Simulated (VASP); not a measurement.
# Co (I4_1/amd) in VASP: relaxation of cell and atoms with LDA

Aim: the relaxation of cell and atoms of Co with LDA.

Everything below comes from runs of VASP 6.6.1. Logs are shortened: lines on timing, memory, paths and dates and some standing lists are left out, and cuts for length are marked.

## 1. The cell of the first run

It takes space group I4_1/amd (No. 141, tetragonal). The conventional cell has a = 3.527 Å, b = 3.527 Å, c = 1.940 Å, α = 90.00°, β = 90.00°, γ = 90.00°. Within 2.4 Å of Co (site symmetry -4m2) lie 10 Co at 1.83 to 2.29 Å.

## 2. Relaxation of cell and atoms, LDA, collinear spin, ferromagnetic start, target pressure 450 GPa, at which the enthalpy is minimised

INCAR

```
SYSTEM = Co
PREC     = Accurate       ! precision mode
ENCUT    = 600            ! plane-wave cutoff, eV
EDIFF    = 1E-6           ! SCF threshold, eV
ISMEAR   = -1             ! smearing method
SIGMA    = 0.1            ! smearing width, eV
LREAL    = .FALSE.        ! projectors in reciprocal space
LASPH    = .TRUE.         ! aspherical terms in the spheres
NELM     = 150            ! most SCF steps
ALGO     = Normal         ! electronic algorithm
ISIF     = 3              ! what is computed and relaxed
LWAVE    = .FALSE.        ! write WAVECAR
LCHARG   = .FALSE.        ! write CHGCAR
ISPIN    = 2              ! spin polarisation
MAGMOM   = 1.7 1.7        ! initial moments
LORBIT   = 11             ! projections on sites
LMAXMIX  = 4              ! l up to which the mixer works
GGA      = CA             ! functional
IBRION   = 2              ! ionic algorithm
NSW      = 60             ! ionic steps
EDIFFG   = -0.005         ! ionic threshold
PSTRESS  = 4500.0       
KPAR     = 4
```

KPOINTS

```
regular mesh
0
G
  22 22 22
  0 0 0
```

POSCAR

```
Co
1.0
   -1.7636100686      1.7636100686      0.9699855377
    1.7636100686     -1.7636100686      0.9699855377
    1.7636100686      1.7636100686     -0.9699855377
Co
2
Direct
   -0.3750000000     -0.1250000000     -0.2500000000
    0.3750000000      0.1250000000      0.2500000000
```

Potentials or basis: VASP PAW LDA potentials, release 64 (Co).

Run with:

```bash
> cat potpaw_LDA.64/Co/POTCAR > POTCAR
> mpirun -np 4 vasp_std > vasp.out
```

OUTCAR:

```text
SYSTEM = Co
   PREC = Accurate
   ENCUT = 600
   EDIFF = 1E-6
   ISMEAR = -1
   LREAL = .FALSE.
   LASPH = .TRUE.
   NELM = 150
   ISIF = 3
   ISPIN = 2
   LORBIT = 11
   GGA = CA
   IBRION = 2
   NSW = 60
   EDIFFG = -0.005
   PSTRESS = 4500.0

 ion  position               nearest neighbor table
   1  0.625  0.875  0.750-   2 1.83   2 1.83   2 1.83   2 1.83   2 2.29   2 2.29   2 2.29   2 2.29
                             2 3.00   2 3.00
   2  0.375  0.125  0.250-   1 1.83   1 1.83   1 1.83   1 1.83   1 2.29   1 2.29   1 2.29   1 2.29
                             1 3.00   1 3.00

  LATTYP: Found a body centered tetragonal cell.
 ALAT       =     3.5272201372
 C/A-ratio  =     0.5500000000

  Lattice vectors:

 A1 = (  -1.7636100686,   1.7636100686,   0.9699855377)
 A2 = (   1.7636100686,  -1.7636100686,   0.9699855377)
 A3 = (   1.7636100686,   1.7636100686,  -0.9699855377)

Analysis of symmetry for initial positions (statically):
=====================================================================
 Subroutine PRICEL returns:
 Original cell was already a primitive cell.

 Routine SETGRP: Setting up the symmetry group for a
 body centered tetragonal supercell.

 Subroutine GETGRP returns: Found 16 space group operations
 (whereof  4 operations were pure point group operations)
 out of a pool of 16 trial point group operations.

The static configuration has the point symmetry C_2h.
 The point group associated with its full space group is D_4h.

Analysis of symmetry for dynamics (positions and initial velocities):
=====================================================================
 Subroutine PRICEL returns:
 Original cell was already a primitive cell.

 Routine SETGRP: Setting up the symmetry group for a
 body centered tetragonal supercell.

 Subroutine GETGRP returns: Found 16 space group operations
 (whereof  4 operations were pure point group operations)
 out of a pool of 16 trial point group operations.

The dynamic configuration has the point symmetry C_2h.
 The point group associated with its full space group is D_4h.

Analysis of structural, dynamic, and magnetic symmetry:
=====================================================================
 Subroutine PRICEL returns:
 Original cell was already a primitive cell.

 Routine SETGRP: Setting up the symmetry group for a
 body centered tetragonal supercell.

 Subroutine GETGRP returns: Found 16 space group operations
 (whereof  4 operations were pure point group operations)
 out of a pool of 16 trial point group operations.

The overall configuration has the point symmetry C_2h.
 The point group associated with its full space group is D_4h.

 Subroutine INISYM returns: Found 16 space group operations
 (whereof  4 operations are pure point group operations),
[... 127 lines left out ...]
 conjugate gradient relaxation of ions
 spin polarized calculation
  energy-cutoff  :      600.00
  volume of cell :       12.07
 maximum number of plane-waves:       413
 NGX is ok and might be reduce to    24
   NGX = 11   NGY = 11   NGZ = 11

--------------------------------------- Ionic step        1  -------------------------------------------

 number of electron      18.0000004 magnetization      -0.0031309

 number of electron      18.0000004 magnetization       0.0020156

 Free energy of the ion-electron system (eV)
  ---------------------------------------------------
  ext. energy  EPLUGINS =         0.00000000
  ---------------------------------------------------
  free energy    TOTEN  =        -6.86149106 eV

  energy without entropy =       -6.79449291  energy(sigma->0) =       -6.82799198

------------------------ aborting loop because EDIFF is reached ----------------------------------------

  FORCE on cell =-STRESS in cart. coord.  units (eV):
  Direction    XX          YY          ZZ          XY          YZ          ZX
  --------------------------------------------------------------------------------------
  -------------------------------------------------------------------------------------
  Total       35.2442916     35.2442916     38.1754868     -0.0000000      0.0000000      0.0000000
  in kB     4679.1716639   4679.1716639   5068.3287387     -0.0000000      0.0000000      0.0000000
  external PRESSURE =     308.8906889 kB  Pullay stress =    4500.0000000 kB
[... 307 lines left out ...]
 number of electron      18.0000005 magnetization      -0.0000133

 number of electron      18.0000005 magnetization       0.0000223

 Free energy of the ion-electron system (eV)
  ---------------------------------------------------
  ext. energy  EPLUGINS =         0.00000000
  ---------------------------------------------------
  free energy    TOTEN  =        -7.46882649 eV

  energy without entropy =       -7.40330746  energy(sigma->0) =       -7.43606697

 E-fermi :  21.8017     XC(G=0): -17.3218

 val. band max:       21.7984899114   @ k =  -0.1818   0.2727   0.1818
 cond. band min:      21.8037068990   @ k =  -0.4545   0.5000   0.4091
 fundamental gap:      0.0052169875
 Fermi energy:        21.8017171154

 spin component 1

 k-point     1 :       0.0000    0.0000    0.0000
  band No.  band energies     occupation
      1       9.0441      1.00000
      2      10.7775      1.00000
      3      14.0629      1.00000
      4      15.2222      1.00000
      5      16.1631      1.00000
      6      20.3047      1.00000
      7      20.3047      1.00000
      8      20.3856      1.00000
      9      20.3856      1.00000
     10      23.2752      0.00000
     11      24.5435      0.00000
     12      32.8109      0.00000
     13      32.8109      0.00000
     14      41.6381      0.00000
[... 403 lines left out ...]
      4      15.9436      1.00000
      5      17.6129      1.00000
      6      18.8257      1.00000
      7      19.7188      1.00000
      8      21.0626      0.99938
      9      21.9765      0.14829
     10      22.7317      0.00009
     11      24.3200      0.00000
     12      33.6715      0.00000
     13      34.7715      0.00000
     14      36.7094      0.00000
     15      42.1992      0.00000

 [... further k-points ...]

 spin component 2

 k-point     1 :       0.0000    0.0000    0.0000
  band No.  band energies     occupation
      1       9.0441      1.00000
      2      10.7775      1.00000
      3      14.0629      1.00000
      4      15.2222      1.00000
      5      16.1631      1.00000
      6      20.3047      1.00000
      7      20.3047      1.00000
      8      20.3856      1.00000
      9      20.3856      1.00000
     10      23.2752      0.00000
     11      24.5435      0.00000
     12      32.8109      0.00000
     13      32.8109      0.00000
     14      41.6381      0.00000
[... 448 lines left out ...]
  energy  without entropy=       -7.4033074579  energy(sigma->0) =       -7.43606697

  enthalpy is  TOTEN    =        26.9930082169 eV   P V=       34.4618347084

 reached required accuracy - stopping structural energy minimisation

 total charge

# of ion       s       p       d       tot
------------------------------------------
    1        0.845   1.157   8.262  10.264
    2        0.845   1.157   8.262  10.264
--------------------------------------------------
tot          1.689   2.315  16.524  20.528

 magnetization (x)

# of ion       s       p       d       tot
------------------------------------------
    1       -0.000  -0.000  -0.000  -0.000
    2       -0.000  -0.000  -0.000  -0.000
--------------------------------------------------
tot         -0.000  -0.000  -0.000  -0.000
```

OSZICAR:

```text
N       E                     dE             d eps       ncg     rms          rms(c)
DAV:   1     0.868923672556E+02    0.86892E+02   -0.89479E+03 54022   0.205E+03
DAV:   2    -0.470151464932E+01   -0.91594E+02   -0.83910E+02 50390   0.286E+02
DAV:   3    -0.731917025735E+01   -0.26177E+01   -0.25739E+01 56746   0.637E+01
[... 68 lines left out ...]
       N       E                     dE             d eps       ncg     rms          rms(c)
DAV:   1    -0.746907247752E+01    0.50782E-01   -0.44732E-03 52154   0.140E+00    0.236E-01
DAV:   2    -0.746886068001E+01    0.21180E-03   -0.39889E-04 61793   0.482E-01    0.581E-02
DAV:   3    -0.746883417994E+01    0.26500E-04   -0.85739E-06 59000   0.373E-02    0.298E-02
DAV:   4    -0.746882644322E+01    0.77367E-05   -0.47565E-06 63537   0.272E-02    0.251E-03
DAV:   5    -0.746882649150E+01   -0.48278E-07   -0.12871E-07 26917   0.434E-03
   9 F= 0.26993008E+02 E0= 0.27025768E+02  d E =-.436617E-05  mag=    -0.0000
```

It took 14 min on 4 MPI ranks of Oxide Virtual Turin-like, shared host; peak memory 0.36 GiB.

What came out:

- Free energy: -7.4688 eV
- Relaxed volume: 6.13 Å³/atom
- Relaxed cell: a = 2.679 Å, b = 2.679 Å, c = 2.679 Å, α = 97.84°, β = 97.84°, γ = 136.65°
- Space group after relaxing (to 0.1 Å): I4_1/amd (No. 141)
- Energy change on relaxing (the run minimises the enthalpy): -303.7 meV/atom
- Ionic steps: 9
- Pressure after relaxing: 450.0 GPa
- Band gap on the k mesh: zero (filled and empty bands overlap)
- Net moment: 0.00 μB per cell

Step by step:
```
step  energy change (eV)  largest force (eV/Å)  pressure (GPa)  volume (Å³)
   1              0.0000                0.0000          480.89        12.07
   2             -4.5576                0.0000          240.99        14.19
   3             -0.8012                0.0000          439.74        12.34
   4             -0.7252                0.0000          443.80        12.31
   5             -0.2667                0.0000          466.20        12.16
   6             -0.6015                0.0000          450.72        12.27
   7             -0.5988                0.0000          450.44        12.27
   8             -0.6584                0.0000          447.34        12.29
   9             -0.6073                0.0000          450.01        12.27
```

Final structure:
```
CELL_PARAMETERS angstrom
-1.76056 1.76056 0.98963
1.76056 -1.76056 0.98963
1.76056 1.76056 -0.98963
ATOMIC_POSITIONS crystal
Co 0.62500 0.87500 0.75000
Co 0.37500 0.12500 0.25000
```

Caveat: the cell is relaxed towards a set pressure, so the run minimises the enthalpy, not the energy; atoms lie so close that the PAW spheres overlap strongly, which falsifies energies and pressures.
